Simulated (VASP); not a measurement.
# Cs9Cl8 (a cell with a defect) in VASP: single point with PBE

Aim: the single point of Cs9Cl8 (a cell with a defect) with PBE.

Everything below comes from runs of VASP 6.6.1. Logs are shortened: lines on timing, memory, paths and dates and some standing lists are left out, and cuts for length are marked.

## Step 1: The cell of the first run

The cell holds a defect, 17 atoms: a = 8.406 Å, b = 9.398 Å, c = 9.398 Å, α = 78.46°, β = 63.43°, γ = 63.43°.

## Step 2: Single point, PBE, collinear spin

INCAR

```
SYSTEM = Cs9Cl8
ALGO     = Normal         ! electronic algorithm
EDIFF    = 1E-6           ! SCF threshold, eV
ENCUT    = 400            ! plane-wave cutoff, eV
GGA      = PE             ! functional
GGA_COMPAT= .FALSE.      
ISIF     = 2              ! what is computed and relaxed
ISMEAR   = 0              ! smearing method
ISPIN    = 2              ! spin polarisation
LASPH    = .TRUE.         ! aspherical terms in the spheres
LCHARG   = .FALSE.        ! write CHGCAR
LORBIT   = 11             ! projections on sites
LREAL    = .FALSE.        ! projectors in reciprocal space
LWAVE    = .FALSE.        ! write WAVECAR
MAGMOM   = -0.02 0 0 -0.02 -0.06 0 0 -0.07 -0.07 0 -0.01 0 -0.01 0 0 -0.01 -0.01 ! initial moments
NBANDS   = 86             ! bands
NELM     = 200            ! most SCF steps
PREC     = Accurate       ! precision mode
SIGMA    = 0.02           ! smearing width, eV
```

KPOINTS

```
k-points
0
G
  2 2 2
  0 0 0
```

POSCAR

```
Cs9Cl8
1.0
   -8.4058578263      0.0000000000      0.0000000000
   -4.2029289131      8.4058578263      0.0000000000
   -4.2029289131      0.0000000000     -8.4058578263
Cs Cl
9 8
Direct
   -0.1335488326     -0.0001156336      0.1984262683
    0.7649108078      0.4807742509     -0.0001538213
   -0.0104728752      0.4996639352      0.4999976310
    0.4183487959     -0.0009345864     -0.0001221767
    0.7714390529      0.0001156336      0.5895322170
    0.2457160878      0.5183538777      0.0000023793
    0.4891764868      0.5003372751      0.5001150492
    0.3633463191      0.0002123519      0.4087332990
    0.0654611952     -0.0003097840      0.7986881457
    0.4638372526      0.3031096948      0.2381269159
    0.2393330986      0.7552144149      0.2793676801
    0.5189162832      0.7553696638      0.7198681116
   -0.0046864342      0.2447330234      0.2785633600
    0.2742260871      0.2444030154      0.7205410947
    0.7664914912      0.6971835738      0.2377900080
    0.0030520978      0.6975699710      0.7620934273
    0.7010920981      0.3022717077      0.7620740360
```

Potentials or basis: VASP PAW PBE potentials, release 64 (Cs_sv, Cl).

Run with:

```
cat potpaw_PBE.64/Cs_sv/POTCAR potpaw_PBE.64/Cl/POTCAR > POTCAR
mpirun -np 1 vasp_std > vasp.out
```

OUTCAR:

```text
SYSTEM = Cs9Cl8
   EDIFF = 1E-6
   ENCUT = 400
   GGA = PE
   ISIF = 2
   ISMEAR = 0
   ISPIN = 2
   LASPH = .TRUE.
   LORBIT = 11
   LREAL = .FALSE.
   NELM = 200
   PREC = Accurate

 ion  position               nearest neighbor table
   1  0.866  1.000  0.198-
   2  0.765  0.481  1.000-
   3  0.990  0.500  0.500-
   4  0.418  0.999  1.000-
   5  0.771  0.000  0.590-
   6  0.246  0.518  0.000-
[... 9 lines left out ...]
  16  0.003  0.698  0.762-
  17  0.701  0.302  0.762-

  LATTYP: Found a body centered tetragonal cell.
 ALAT       =    11.8876781413
 C/A-ratio  =     0.7071067812

  Lattice vectors:

 A1 = (   4.2029289132,   8.4058578263,   0.0000000000)
 A2 = (   4.2029289131,  -8.4058578263,   0.0000000000)
 A3 = (  -4.2029289131,   0.0000000000,  -8.4058578263)

Analysis of symmetry for initial positions (statically):
=====================================================================
 Subroutine PRICEL returns:
 Original cell was already a primitive cell.

 Routine SETGRP: Setting up the symmetry group for a
 body centered tetragonal supercell.

 Subroutine GETGRP returns: Found  1 space group operations
 (whereof  1 operations were pure point group operations)
 out of a pool of 16 trial point group operations.

The static configuration has the point symmetry C_1 .

Analysis of symmetry for dynamics (positions and initial velocities):
=====================================================================
 Subroutine PRICEL returns:
 Original cell was already a primitive cell.

 Routine SETGRP: Setting up the symmetry group for a
 body centered tetragonal supercell.

 Subroutine GETGRP returns: Found  1 space group operations
 (whereof  1 operations were pure point group operations)
 out of a pool of 16 trial point group operations.

The dynamic configuration has the point symmetry C_1 .

Analysis of structural, dynamic, and magnetic symmetry:
=====================================================================
 Subroutine PRICEL returns:
 Original cell was already a primitive cell.

 Routine SETGRP: Setting up the symmetry group for a
 body centered tetragonal supercell.

 Subroutine GETGRP returns: Found  1 space group operations
 (whereof  1 operations were pure point group operations)
 out of a pool of 16 trial point group operations.

The overall configuration has the point symmetry C_1 .

 Subroutine INISYM returns: Found  1 space group operations
 (whereof  1 operations are pure point group operations),
 and found     1 'primitive' translations

----------------------------------------------------------------------------------------

                                     Primitive cell

  volume of cell :     593.9448

  direct lattice vectors                    reciprocal lattice vectors
    -8.405857826  0.000000000  0.000000000    -0.118964658 -0.059482329  0.059482329
    -4.202928913  8.405857826  0.000000000     0.000000000  0.118964658  0.000000000
    -4.202928913  0.000000000 -8.405857826     0.000000000  0.000000000 -0.118964658

  length of vectors
     8.405857826  9.398034754  9.398034754     0.145701355  0.118964658  0.118964658

  position of ions in fractional coordinates (direct lattice)
     0.866451167  0.999884366  0.198426268
     0.764910808  0.480774251  0.999846179
     0.989527125  0.499663935  0.499997631
     0.418348796  0.999065414  0.999877823
     0.771439053  0.000115634  0.589532217
     0.245716088  0.518353878  0.000002379
[... 9 lines left out ...]
     0.003052098  0.697569971  0.762093427
     0.701092098  0.302271708  0.762074036

  ion indices of the primitive-cell ions
   primitive index   ion index
                 1           1
                 2           2
                 3           3
                 4           4
                 5           5
[... 44 lines left out ...]
  0.500000  0.500000  0.500000      1.000000
  0.500000  0.000000  0.500000      1.000000
  0.000000  0.500000  0.000000      1.000000
  0.000000  0.000000  0.500000      1.000000
  0.000000  0.500000  0.500000      1.000000
   k-points           NKPTS =      8   k-points in BZ     NKDIM =      8   number of bands    NBANDS=     86
   number of dos      NEDOS =    301   number of ions     NIONS =     17
   total plane-waves  NPLWV = 229376
   dimension x,y,z NGX =    56 NGY =   64 NGZ =   64
   dimension x,y,z NGXF=   112 NGYF=  128 NGZF=  128
   ions per type =               9   8
   NGX,Y,Z   is equivalent  to a cutoff of  11.08, 11.32, 11.32 a.u.
   NGXF,Y,Z  is equivalent  to a cutoff of  22.15, 22.64, 22.64 a.u.
 SYSTEM =  Cs9Cl8
   PREC   = accura    normal or accurate (medium, high low for compatibility)
   ISTART =      0    job   : 0-new  1-cont  2-samecut
   ICHARG =      2    charge: 1-file 2-atom 10-const
   ISPIN  =      2    spin polarized calculation?
   LNONCOLLINEAR =      F non collinear calculations
   LSORBIT =      F    spin-orbit coupling
   LASPH  =      T    aspherical Exc in radial PAW
   ENCUT  =  400.0 eV  29.40 Ry    5.42 a.u.  13.71 15.33 15.33*2*pi/ulx,y,z
   NELM   =    200;   NELMIN=  2; NELMDL= -5     # of ELM steps
   EDIFF  = 0.1E-05   stopping-criterion for ELM
   LREAL  =      F    real-space projection
   EDIFFG = 0.1E-04   stopping-criterion for IOM
   NSW    =      0    number of steps for IOM
   IBRION =     -1    ionic relax: 0-MD 1-quasi-New 2-CG
   NFREE  =      0    steps in history (QN), initial steepest desc. (CG)
   ISIF   =      2    stress and relaxation
   ISYM   =      2    0-nonsym 1-usesym 2-fastsym
   POTIM  = 0.5000    time-step for ionic-motion
   TEBEG  =    0.0;   TEEND  =   0.0 temperature during run
   PSTRESS=    0.0 pullay stress
   NELECT =     137.0000    total number of electrons
   NUPDOWN=      -1.0000    fix difference up-down
   EMIN   =  10.00;   EMAX   =-10.00  energy-range for DOS
   EFERMI =   0.00;   METHOD = LEGACY
   ISMEAR =     0;   SIGMA  =   0.02  broadening in eV -4-tet -1-fermi 0-gaus
   EFERMI_NEDOS =   21; number of points for ismear=-14 and -15
   IALGO  =     38    algorithm
   IMIX   =      4    mixing-type and parameters
     AMIX     =   0.40;   BMIX     =  1.00
     AMIX_MAG =   1.60;   BMIX_MAG =  1.00
  volume/ion in A,a.u.               =      34.94       235.77
  Fermi-wavevector in a.u.,A,eV,Ry     =   1.003998  1.897282 13.714844  1.008013
  Thomas-Fermi vector in A             =   2.136586
   LORBIT       =     11    0 simple, 1 ext, 2 COOP (PROOUT), +10 PAW based schemes
   GGA     = PE    functional components
   LHFCALC =     F    Hartree Fock is set to
   AEXX    =    0.0000 exact exchange contribution
   IVDW    =     0    specifies the selected vdW correction
   LEPSILON=     F    determine dielectric tensor
   LRPA    =     F    only Hartree local field effects (RPA)
 spin polarized calculation
 Gauss-broadening in eV      SIGMA  =   0.02
  energy-cutoff  :      400.00
  volume of cell :      593.94
 maximum number of plane-waves:     10821
 NGX is ok and might be reduce to    56
   NGX = 27   NGY = 31   NGZ = 31

 number of electron     136.9999994 magnetization      -0.5006154

 Free energy of the ion-electron system (eV)
  ---------------------------------------------------
  ext. energy  EPLUGINS =         0.00000000
  ---------------------------------------------------
  free energy    TOTEN  =       -49.76100523 eV

  energy without entropy =      -49.76099519  energy(sigma->0) =      -49.76100021

 E-fermi :   4.8595     XC(G=0):  -8.3158

 val. band max:        4.8150394294   @ k =   0.0000   0.5000   0.0000
 cond. band min:       4.9039935398   @ k =   0.0000   0.0000   0.0000
 fundamental gap:      0.0889541105
 Fermi energy:         4.8595164864

 spin component 1

 k-point     1 :       0.0000    0.0000    0.0000
  band No.  band energies     occupation
      1     -19.8906      1.00000
      2     -19.6924      1.00000
      3     -19.6164      1.00000
      4     -19.5244      1.00000
      5     -19.4447      1.00000
      6     -19.3196      1.00000
[... 653 lines left out ...]
     79       6.3912      0.00000
     80       6.3930      0.00000
 Fermi energy:         4.8595164864

 spin component 2

 k-point     1 :       0.0000    0.0000    0.0000
  band No.  band energies     occupation
      1     -19.9088      1.00000
      2     -19.7007      1.00000
      3     -19.6339      1.00000
      4     -19.5382      1.00000
      5     -19.4661      1.00000
      6     -19.3202      1.00000
[... 653 lines left out ...]
     79       6.3419      0.00000
     80       6.3544      0.00000
 [bands above 80 left out]

------------------------ aborting loop because EDIFF is reached ----------------------------------------

  FORCE on cell =-STRESS in cart. coord.  units (eV):
  Direction    XX          YY          ZZ          XY          YZ          ZX
  --------------------------------------------------------------------------------------
  -------------------------------------------------------------------------------------
  Total       10.1226873     11.0011837     17.1199586     -0.0133446     -0.0074397     -0.0338420
  in kB       27.3061381     29.6758986     46.1814083     -0.0359973     -0.0200687     -0.0912894
  external PRESSURE =      34.3878150 kB  Pullay stress =       0.0000000 kB

 VOLUME and BASIS-vectors are now :
 -----------------------------------------------------------------------------
  energy-cutoff  :      400.00
  volume of cell :      593.94
      direct lattice vectors                 reciprocal lattice vectors
    -8.405857826  0.000000000  0.000000000    -0.118964658 -0.059482329  0.059482329
    -4.202928913  8.405857826  0.000000000     0.000000000  0.118964658  0.000000000
    -4.202928913  0.000000000 -8.405857826     0.000000000  0.000000000 -0.118964658

 POSITION                                       TOTAL-FORCE (eV/Angst)
 -----------------------------------------------------------------------------------
    -12.31968      8.40489     -1.66794         0.011808      0.001058      0.004219
    -12.65267      4.04132     -8.40456         0.001029     -0.001152      0.000308
    -12.51933      4.20010     -4.20291        -0.000257      0.000789      0.000703
    -11.91800      8.39800     -8.40483        -0.015839      0.000731      0.013022
     -8.96286      0.00097     -4.95552        -0.003772     -0.000184      0.003441
     -4.24407      4.35721     -0.00002         0.002731      0.002302      0.001897
[... 9 lines left out ...]
     -6.16052      5.86367     -6.40605         0.001075     -0.009285      0.000586
    -10.36665      2.54085     -6.40589         0.001731      0.009742      0.001869
 -----------------------------------------------------------------------------------
    total drift:                                0.000889     -0.000121     -0.000778

  FREE ENERGIE OF THE ION-ELECTRON SYSTEM (eV)
  ---------------------------------------------------
  free  energy   TOTEN  =       -49.7610052293 eV

  energy  without entropy=      -49.7609951935  energy(sigma->0) =      -49.76100021

 total charge

# of ion       s       p       d       tot
------------------------------------------
    1        1.851   4.688   0.094   6.633
    2        1.845   4.711   0.035   6.591
    3        1.845   4.713   0.035   6.593
    4        1.849   4.688   0.055   6.591
    5        1.848   4.698   0.060   6.606
    6        1.845   4.711   0.035   6.591
[... 9 lines left out ...]
   16        1.594   3.565   0.000   5.159
   17        1.594   3.565   0.000   5.159
--------------------------------------------------
tot         29.376  70.764   0.503 100.643

 magnetization (x)

# of ion       s       p       d       tot
------------------------------------------
    1       -0.000   0.001  -0.030  -0.029
    2        0.000  -0.000  -0.001  -0.001
    3        0.000  -0.000  -0.000  -0.000
    4       -0.004   0.004  -0.017  -0.017
    5        0.000  -0.000  -0.007  -0.007
    6        0.000  -0.000  -0.001  -0.001
[... 9 lines left out ...]
   16        0.000  -0.001   0.000  -0.001
   17        0.000  -0.002   0.000  -0.001
--------------------------------------------------
tot         -0.002  -0.006  -0.093  -0.101
```

Run time: 12 min. Hardware: 1 thread of Oxide Virtual Turin-like, shared host; peak memory 0.83 GiB.

Results:

```yaml
Free_energy: -49.7610 eV
Pressure: 3.4 GPa
Largest_force: 0.021 eV/Å
Net_moment: -0.50 μB per cell
Site_moments: Cs -0.03, -0.00, -0.02, -0.01 (each value once); Cl -0.00 μB
Valence_electrons_inside_the_program's_atomic_spheres: Cs 6.63, 6.59, 6.61 (each value once); Cl 5.16, 5.14 (each value once)
```

Forces on the atoms (eV/Å):
```
Cs   0.012  0.001  0.004
Cs   0.001 -0.001  0.000
Cs   0.000  0.001  0.001
Cs  -0.016  0.001  0.013
Cs  -0.004  0.000  0.003
Cs   0.003  0.002  0.002
Cs  -0.001 -0.001  0.000
Cs   0.002  0.001 -0.003
Cs   0.004  0.000 -0.015
Cl   0.003  0.002 -0.001
Cl  -0.004 -0.007 -0.001
Cl  -0.002 -0.012 -0.002
Cl  -0.003  0.007 -0.002
Cl  -0.002  0.011 -0.002
Cl   0.004 -0.005 -0.001
Cl   0.001 -0.009  0.001
Cl   0.002  0.010  0.002
```

Caveat: the k points lie up to 0.46 Å⁻¹ apart; spin-orbit coupling is left out, which moves the levels of the heavy elements.
